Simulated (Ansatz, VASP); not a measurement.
Two plane-wave programs on Ag

POSCAR

```
Ag
1.0
    0.0000000000      2.0427500000      2.0427500000
    2.0427500000      0.0000000000      2.0427500000
    2.0427500000      2.0427500000      0.0000000000
Ag
1
Direct
    0.0000000000      0.0000000000      0.0000000000
```

The input INCAR.step1:

```
PREC     = Accurate       # precision mode
ENCUT    = 600            # plane-wave cutoff, eV
ISMEAR   = -1             # smearing method
SIGMA    = 0.08           # smearing width, eV
LREAL    = False          # projectors in reciprocal space
LASPH    = True           # aspherical terms in the spheres
NELM     = 60             # most SCF steps
GGA      = PE             # functional
ALGO     = Normal         # electronic algorithm
EDIFF    = 1E-4           # SCF threshold, eV
LWAVE    = True           # write WAVECAR
LCHARG   = False          # write CHGCAR
```

File INCAR.step2:

```
PREC     = Accurate       # precision mode
ENCUT    = 600            # plane-wave cutoff, eV
EDIFF    = 1E-6           # SCF threshold, eV
ISMEAR   = -1             # smearing method
SIGMA    = 0.08           # smearing width, eV
LREAL    = False          # projectors in reciprocal space
LASPH    = True           # aspherical terms in the spheres
NELM     = 60             # most SCF steps
ALGO     = Normal         # electronic algorithm
ISIF     = 3              # what is computed and relaxed
LWAVE    = False          # write WAVECAR
LCHARG   = False          # write CHGCAR
METAGGA  = R2SCAN         # meta-GGA
LMIXTAU  = True         
IBRION   = 2              # ionic algorithm
NSW      = 100            # ionic steps
EDIFFG   = -0.002         # ionic threshold
ISTART   = 1
```

Contents of KPOINTS:

```
Automatic mesh
0
Gamma
  24 24 24
```

Input for Ansatz:

```yaml
crystal:
  lattice:
    - [0.0, 2.04275, 2.04275]
    - [2.04275, 0.0, 2.04275]
    - [2.04275, 2.04275, 0.0]
  atoms:
    - { symbol: Ag, position: [0.0, 0.0, 0.0] }
kpoints:
  mp_grid: { grid: [24, 24, 24] }
scf:
  occupations: { method: fermi_dirac, width: 0.08 }
hamiltonian:
  xc: r2scan
  pseudopotentials: { kind: paw }
relax:
  f_tol: 0.002
  max_steps: 80
  cell: {}
output:
  forces: true
  stress: true
```

Alike in both runs: task relaxation of cell and atoms; functional r2SCAN; k mesh 24 × 24 × 24; occupations fermi-dirac, width 0.08 eV; no spin polarisation.

|  | VASP | Ansatz |
| --- | --- | --- |
| version | VASP 6.6.1 | Ansatz 0.2.0 |
| potentials or method | VASP PAW PBE potentials, release 64 (Ag) | PAW with Ansatz's default frozen-core files, scalar-relativistic |
| plane-wave cutoff (eV) | 600 | 500 |
| valence electrons in the cell | 11 | 19 |

|  | VASP | Ansatz | Ansatz less VASP |
| --- | --- | --- | --- |
| relaxed volume (Å³/atom) | 17.30 | 17.28 | -0.020 |
| relaxed length of the cell vector where the two differ most in proportion (Å) | 2.903 | 2.902 | -0.0011 |

VASP's potentials were made for PBE, not for r2SCAN. VASP's potentials hold 11 valence electrons a cell and Ansatz's 19, so a difference there can come from the potentials and not from the codes.
